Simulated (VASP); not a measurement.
# CuO (P4_2/mmc) in VASP: notebook

The runs below take CuO through single point, with PBE+U.

Everything below comes from runs of VASP 6.6.1. Logs are shortened: lines on timing, memory, paths and dates and some standing lists are left out, and cuts for length are marked.

## 1. The cell of the first run

Symmetry: P4_2/mmc, No. 131, tetragonal system. The conventional cell has a = 3.422 Å, b = 3.422 Å, c = 4.260 Å, α = 90.00°, β = 90.00°, γ = 90.00°. Within 2.7 Å of Cu (site symmetry mmm) lie 4 O at 2.02 Å. Within 2.7 Å of O (site symmetry -4m2) lie 4 Cu at 2.02 Å and 2 O at 2.13 Å.

## 2. Single point, PBE+U

INCAR reads:

```
  PREC = Accurate
  ENCUT = 520
  EDIFF = 1E-6
  ISMEAR = -1
  SIGMA = 0.05
  LREAL = F
  LASPH = T
  NELM = 150
  ALGO = Normal
  ISIF = 2
  LWAVE = F
  LCHARG = F
  LMAXMIX = 4
  LDAU = T
  LDAUTYPE = 2
  LDAUL = 2 -1
  LDAUU = 1 0
  LDAUJ = 0 0
  LDAUPRINT = 1
  GGA = PE
  NBANDS = 25
```

KPOINTS reads:

```
Automatic mesh
0
Gamma
  8 8 6
```

POSCAR reads:

```
CuO
1.0
    3.4220509700      0.0000000000      0.0000000000
    0.0000000000      3.4220509700      0.0000000000
    0.0000000000      0.0000000000      4.2604614800
Cu O
2 2
Direct
    0.0000000000      0.5000000000      0.0000000000
    0.5000000000      0.0000000000      0.5000000000
    0.0000000000      0.0000000000      0.2500000000
    0.0000000000      0.0000000000      0.7500000000
```

Potentials or basis: VASP PAW PBE potentials, release 64 (Cu, O).

Launch:

```console
$ cat potpaw_PBE.64/Cu/POTCAR potpaw_PBE.64/O/POTCAR > POTCAR
$ mpirun -np 1 vasp_std > vasp.out
```

OUTCAR:

```text
PREC = Accurate
   ENCUT = 520
   EDIFF = 1E-6
   ISMEAR = -1
   LREAL = F
   LASPH = T
   NELM = 150
   ISIF = 2
   GGA = PE

 ion  position               nearest neighbor table
   1  0.000  0.500  0.000-   3 2.02   4 2.02   3 2.02   4 2.02
   2  0.500  0.000  0.500-   3 2.02   4 2.02   3 2.02   4 2.02
   3  0.000  0.000  0.250-   1 2.02   2 2.02   1 2.02   2 2.02
   4  0.000  0.000  0.750-   1 2.02   2 2.02   1 2.02   2 2.02

  LATTYP: Found a simple tetragonal cell.
 ALAT       =     3.4220509700
 C/A-ratio  =     1.2450023443

  Lattice vectors:

 A1 = (   3.4220509700,   0.0000000000,   0.0000000000)
 A2 = (   0.0000000000,   3.4220509700,   0.0000000000)
 A3 = (   0.0000000000,   0.0000000000,   4.2604614800)

Analysis of symmetry for initial positions (statically):
=====================================================================
 Subroutine PRICEL returns:
 Original cell was already a primitive cell.

 Routine SETGRP: Setting up the symmetry group for a
 simple tetragonal supercell.

 Subroutine GETGRP returns: Found 16 space group operations
 (whereof  8 operations were pure point group operations)
 out of a pool of 16 trial point group operations.

The static configuration has the point symmetry D_2h.
 The point group associated with its full space group is D_4h.

Analysis of symmetry for dynamics (positions and initial velocities):
=====================================================================
 Subroutine PRICEL returns:
 Original cell was already a primitive cell.

 Routine SETGRP: Setting up the symmetry group for a
 simple tetragonal supercell.

 Subroutine GETGRP returns: Found 16 space group operations
 (whereof  8 operations were pure point group operations)
 out of a pool of 16 trial point group operations.

The dynamic configuration has the point symmetry D_2h.
 The point group associated with its full space group is D_4h.

 Subroutine INISYM returns: Found 16 space group operations
 (whereof  8 operations are pure point group operations),
 and found     1 'primitive' translations

----------------------------------------------------------------------------------------

                                     Primitive cell

  volume of cell :      49.8918

  direct lattice vectors                    reciprocal lattice vectors
     3.422050970  0.000000000  0.000000000     0.292222415  0.000000000  0.000000000
     0.000000000  3.422050970  0.000000000     0.000000000  0.292222415  0.000000000
     0.000000000  0.000000000  4.260461480     0.000000000  0.000000000  0.234716358

  length of vectors
     3.422050970  3.422050970  4.260461480     0.292222415  0.292222415  0.234716358

  position of ions in fractional coordinates (direct lattice)
     0.000000000  0.500000000  0.000000000
     0.500000000  0.000000000  0.500000000
     0.000000000  0.000000000  0.250000000
     0.000000000  0.000000000  0.750000000

  ion indices of the primitive-cell ions
   primitive index   ion index
                 1           1
                 2           2
                 3           3
                 4           4

----------------------------------------------------------------------------------------

 KPOINTS: Automatic mesh

[... 95 lines left out ...]
   J (eV)           for each species LDAUJ =   0.0  0.0
   GGA     = PE    functional components
   LHFCALC =     F    Hartree Fock is set to
   AEXX    =    0.0000 exact exchange contribution
   IVDW    =     0    specifies the selected vdW correction
   LEPSILON=     F    determine dielectric tensor
   LRPA    =     F    only Hartree local field effects (RPA)
 non-spin polarized calculation
  energy-cutoff  :      520.00
  volume of cell :       49.89
 maximum number of plane-waves:      1360
 NGX is ok and might be reduce to    28
   NGX = 13   NGY = 13   NGZ = 15

atom =   1  type =  1  l = 2

 onsite density matrix

spin component  1

  0.9560  0.0000  0.0000  0.0000  0.0000
  0.0000  0.8249  0.0000  0.0000  0.0000
  0.0000  0.0000  0.9588  0.0000  0.0027
  0.0000  0.0000  0.0000  0.9534  0.0000
  0.0000  0.0000  0.0027  0.0000  0.9091

spin component  2

  0.9560  0.0000  0.0000  0.0000  0.0000
  0.0000  0.8249  0.0000  0.0000  0.0000
  0.0000  0.0000  0.9588  0.0000  0.0027
  0.0000  0.0000  0.0000  0.9534  0.0000
  0.0000  0.0000  0.0027  0.0000  0.9091

 occupancies and eigenvectors

  o =  0.8249  v =  0.0000 -1.0000  0.0000 -0.0000  0.0000  0.0000  0.0000  0.0000  0.0000  0.0000      0.0000  0.0000  0.0000  0.0000  0.0000  0.0000  0.0000  0.0000  0.0000  0.0000
  o =  0.8249  v =  0.0000  0.0000  0.0000  0.0000  0.0000  0.0000 -1.0000  0.0000 -0.0000  0.0000      0.0000  0.0000  0.0000  0.0000  0.0000  0.0000  0.0000  0.0000  0.0000  0.0000
  o =  0.9090  v =  0.0000  0.0000  0.0000  0.0000  0.0000  0.0000 -0.0000  0.0539 -0.0000 -0.9985      0.0000  0.0000  0.0000  0.0000  0.0000  0.0000  0.0000  0.0000  0.0000  0.0000
  o =  0.9090  v =  0.0000 -0.0000  0.0539 -0.0000 -0.9985  0.0000  0.0000  0.0000  0.0000  0.0000      0.0000  0.0000  0.0000  0.0000  0.0000  0.0000  0.0000  0.0000  0.0000  0.0000
  o =  0.9534  v =  0.0000  0.0000  0.0000  0.0000  0.0000  0.0000  0.0000  0.0000 -1.0000  0.0000      0.0000  0.0000  0.0000  0.0000  0.0000  0.0000  0.0000  0.0000  0.0000  0.0000
  o =  0.9534  v =  0.0000  0.0000  0.0000 -1.0000  0.0000  0.0000  0.0000  0.0000  0.0000  0.0000      0.0000  0.0000  0.0000  0.0000  0.0000  0.0000  0.0000  0.0000  0.0000  0.0000
  o =  0.9560  v =  1.0000  0.0000  0.0000  0.0000  0.0000  0.0000  0.0000  0.0000  0.0000  0.0000      0.0000  0.0000  0.0000  0.0000  0.0000  0.0000  0.0000  0.0000  0.0000  0.0000
  o =  0.9560  v =  0.0000  0.0000  0.0000  0.0000  0.0000  1.0000  0.0000  0.0000  0.0000  0.0000      0.0000  0.0000  0.0000  0.0000  0.0000  0.0000  0.0000  0.0000  0.0000  0.0000
  o =  0.9590  v =  0.0000 -0.0000 -0.9985 -0.0000 -0.0539  0.0000  0.0000  0.0000  0.0000  0.0000      0.0000  0.0000  0.0000  0.0000  0.0000  0.0000  0.0000  0.0000  0.0000  0.0000
  o =  0.9590  v =  0.0000  0.0000  0.0000  0.0000  0.0000  0.0000 -0.0000 -0.9985 -0.0000 -0.0539      0.0000  0.0000  0.0000  0.0000  0.0000  0.0000  0.0000  0.0000  0.0000  0.0000

atom =   2  type =  1  l = 2

 onsite density matrix

spin component  1

  0.9560  0.0000  0.0000  0.0000 -0.0000
  0.0000  0.9534  0.0000 -0.0000  0.0000
  0.0000  0.0000  0.9588  0.0000 -0.0027
  0.0000 -0.0000  0.0000  0.8249  0.0000
 -0.0000  0.0000 -0.0027  0.0000  0.9091

spin component  2

  0.9560  0.0000  0.0000  0.0000 -0.0000
  0.0000  0.9534  0.0000 -0.0000  0.0000
  0.0000  0.0000  0.9588  0.0000 -0.0027
  0.0000 -0.0000  0.0000  0.8249  0.0000
 -0.0000  0.0000 -0.0027  0.0000  0.9091

 occupancies and eigenvectors

  o =  0.8249  v =  0.0000  0.0000  0.0000 -1.0000  0.0000  0.0000  0.0000  0.0000  0.0000  0.0000      0.0000  0.0000  0.0000  0.0000  0.0000  0.0000  0.0000  0.0000  0.0000  0.0000
  o =  0.8249  v =  0.0000  0.0000  0.0000  0.0000  0.0000  0.0000  0.0000  0.0000 -1.0000  0.0000      0.0000  0.0000  0.0000  0.0000  0.0000  0.0000  0.0000  0.0000  0.0000  0.0000
  o =  0.9090  v =  0.0000 -0.0000 -0.0539  0.0000 -0.9985  0.0000  0.0000  0.0000  0.0000  0.0000      0.0000  0.0000  0.0000  0.0000  0.0000  0.0000  0.0000  0.0000  0.0000  0.0000
  o =  0.9090  v =  0.0000  0.0000  0.0000  0.0000  0.0000  0.0000 -0.0000 -0.0539  0.0000 -0.9985      0.0000  0.0000  0.0000  0.0000  0.0000  0.0000  0.0000  0.0000  0.0000  0.0000
  o =  0.9534  v =  0.0000 -1.0000  0.0000  0.0000  0.0000  0.0000  0.0000  0.0000  0.0000  0.0000      0.0000  0.0000  0.0000  0.0000  0.0000  0.0000  0.0000  0.0000  0.0000  0.0000
  o =  0.9534  v =  0.0000  0.0000  0.0000  0.0000  0.0000  0.0000 -1.0000  0.0000  0.0000  0.0000      0.0000  0.0000  0.0000  0.0000  0.0000  0.0000  0.0000  0.0000  0.0000  0.0000
  o =  0.9560  v =  1.0000  0.0000  0.0000  0.0000  0.0000  0.0000  0.0000  0.0000  0.0000  0.0000      0.0000  0.0000  0.0000  0.0000  0.0000  0.0000  0.0000  0.0000  0.0000  0.0000
  o =  0.9560  v =  0.0000  0.0000  0.0000  0.0000  0.0000  1.0000  0.0000  0.0000  0.0000  0.0000      0.0000  0.0000  0.0000  0.0000  0.0000  0.0000  0.0000  0.0000  0.0000  0.0000
  o =  0.9590  v =  0.0000  0.0000  0.0000  0.0000  0.0000  0.0000 -0.0000 -0.9985  0.0000  0.0539      0.0000  0.0000  0.0000  0.0000  0.0000  0.0000  0.0000  0.0000  0.0000  0.0000
  o =  0.9590  v =  0.0000 -0.0000 -0.9985  0.0000  0.0539  0.0000  0.0000  0.0000  0.0000  0.0000      0.0000  0.0000  0.0000  0.0000  0.0000  0.0000  0.0000  0.0000  0.0000  0.0000

 number of electron      34.0000008 magnetization

 Free energy of the ion-electron system (eV)
  ---------------------------------------------------
  ext. energy  EPLUGINS =         0.00000000
  ---------------------------------------------------
  free energy    TOTEN  =       -17.56710421 eV

  energy without entropy =      -17.54720574  energy(sigma->0) =      -17.55715498

 E-fermi :   3.9243     XC(G=0): -10.6164

 val. band max:        3.9106160499   @ k =   0.2500   0.1250   0.3333
 cond. band min:       3.9298541466   @ k =   0.2500   0.1250   0.1667
 fundamental gap:      0.0192380967
 Fermi energy:         3.9242869526

 k-point     1 :       0.0000    0.0000    0.0000
  band No.  band energies     occupation
      1     -16.0917      2.00000
      2     -13.3065      2.00000
      3      -3.9330      2.00000
      4      -1.3192      2.00000
      5      -1.3192      2.00000
      6      -0.7099      2.00000
[... 661 lines left out ...]
     24      15.2449      0.00000
     25      18.0813      0.00000

 [... further k-points ...]

------------------------ aborting loop because EDIFF is reached ----------------------------------------

  FORCE on cell =-STRESS in cart. coord.  units (eV):
  Direction    XX          YY          ZZ          XY          YZ          ZX
  --------------------------------------------------------------------------------------
  -------------------------------------------------------------------------------------
  Total       -4.4044837     -4.4044837      6.4239760      0.0000000      0.0000000      0.0000000
  in kB     -141.4412220   -141.4412220    206.2931944      0.0000000      0.0000000      0.0000000
  external PRESSURE =     -25.5297499 kB  Pullay stress =       0.0000000 kB

 VOLUME and BASIS-vectors are now :
 -----------------------------------------------------------------------------
  energy-cutoff  :      520.00
  volume of cell :       49.89
      direct lattice vectors                 reciprocal lattice vectors
     3.422050970  0.000000000  0.000000000     0.292222415  0.000000000  0.000000000
     0.000000000  3.422050970  0.000000000     0.000000000  0.292222415  0.000000000
     0.000000000  0.000000000  4.260461480     0.000000000  0.000000000  0.234716358

 POSITION                                       TOTAL-FORCE (eV/Angst)
 -----------------------------------------------------------------------------------
      0.00000      1.71103      0.00000         0.000000      0.000000     -0.000000
      1.71103      0.00000      2.13023         0.000000      0.000000     -0.000000
      0.00000      0.00000      1.06512        -0.000000     -0.000000      0.000000
      0.00000      0.00000      3.19535         0.000000      0.000000      0.000000
 -----------------------------------------------------------------------------------
    total drift:                                0.000000      0.000000      0.000000

  FREE ENERGIE OF THE ION-ELECTRON SYSTEM (eV)
  ---------------------------------------------------
  free  energy   TOTEN  =       -17.5671042111 eV

  energy  without entropy=      -17.5472057444  energy(sigma->0) =      -17.55715498
```

It took 96 s on 1 thread of AMD EPYC 7R13, shared host; peak memory 0.17 GiB.

Results:

- Free energy: -17.5671 eV
- Pressure: -2.6 GPa
- Band gap on the k mesh: zero (bands 17 and 18 overlap by 1.80 eV)

Eigenvalues of the final occupation matrices:
| site | spin | trace | eigenvalues |
| --- | --- | --- | --- |
| site 1 d | 1 | 4.60 | 0.82 0.91 0.95 0.96 0.96 |
| site 1 d | 2 | 4.60 | 0.82 0.91 0.95 0.96 0.96 |
| site 2 d | 1 | 4.60 | 0.82 0.91 0.95 0.96 0.96 |
| site 2 d | 2 | 4.60 | 0.82 0.91 0.95 0.96 0.96 |

Caveat: the stress differs along the axes, from -14 to 21 GPa; U without spin polarisation on a metal has little footing.

## 3. Single point, PBE+U

INCAR reads:

```
PREC = Accurate
ENCUT = 520
EDIFF = 1E-6
ISMEAR = -1
SIGMA = 0.05
LREAL = F
LASPH = T
NELM = 150
ALGO = Normal
ISIF = 2
LWAVE = F
LCHARG = F
LMAXMIX = 4
LDAU = T
LDAUTYPE = 2
LDAUL = 2 -1
LDAUU = 2 0
LDAUJ = 0 0
LDAUPRINT = 1
GGA = PE
NBANDS = 25
```

KPOINTS is that of step 2.

POSCAR is that of step 2.

Potentials or basis: VASP PAW PBE potentials, release 64 (Cu, O).

Launch:

```console
$ cat potpaw_PBE.64/Cu/POTCAR potpaw_PBE.64/O/POTCAR > POTCAR
$ mpirun -np 1 vasp_std > vasp.out
```

Wall time 1.8 min (1 thread of AMD EPYC 7R13, shared host); peak memory 0.17 GiB.

The run converged. Its results:

```yaml
Free_energy: -16.8744 eV
Pressure: -2.8 GPa
Band_gap_on_the_k_mesh: zero (bands 17 and 18 overlap by 1.81 eV)
```

Stress tensor (GPa, compression positive):
```
-14.16   0.00   0.00
  0.00 -14.16   0.00
  0.00   0.00  19.85
```

Levels at points of the mesh, in eV from the Fermi level:
```
           k point  band 13  band 14  band 15  band 16  band 17  band 18  band 19  band 20  band 21  band 22
(0.00, 0.00, 0.00)    -2.60    -2.58    -1.46     0.52     0.54     0.65     0.65     6.33     7.41     9.69
(0.50, 0.00, 0.00)    -2.56    -2.01    -1.98    -1.94     0.56     1.03     3.91     4.27     6.68    10.01
(0.50, 0.50, 0.00)    -2.58    -2.45    -1.90    -1.71    -1.71     1.04     1.39     8.07     8.07     9.08
(0.00, 0.00, 0.50)    -2.16    -2.16    -1.78    -1.78    -0.05    -0.05     2.33     2.33     9.99     9.99
(0.50, 0.00, 0.50)    -2.63    -2.51    -2.05    -2.05    -0.77     0.39     4.09     5.25     6.11     6.31
(0.50, 0.50, 0.50)    -1.99    -1.99    -1.83    -1.83    -1.17    -1.17     3.72     3.72     8.52     8.52
```

Eigenvalues of the final occupation matrices:
```
    site  spin  trace               eigenvalues
site 1 d     1   4.62  0.83 0.91 0.96 0.96 0.96
site 1 d     2   4.62  0.83 0.91 0.96 0.96 0.96
site 2 d     1   4.62  0.83 0.91 0.96 0.96 0.96
site 2 d     2   4.62  0.83 0.91 0.96 0.96 0.96
```

Caveat: the stress differs along the axes, from -14 to 20 GPa; U without spin polarisation on a metal has little footing.

The gap in the log of VASP goes by the Fermi energy; the results here count the filled bands.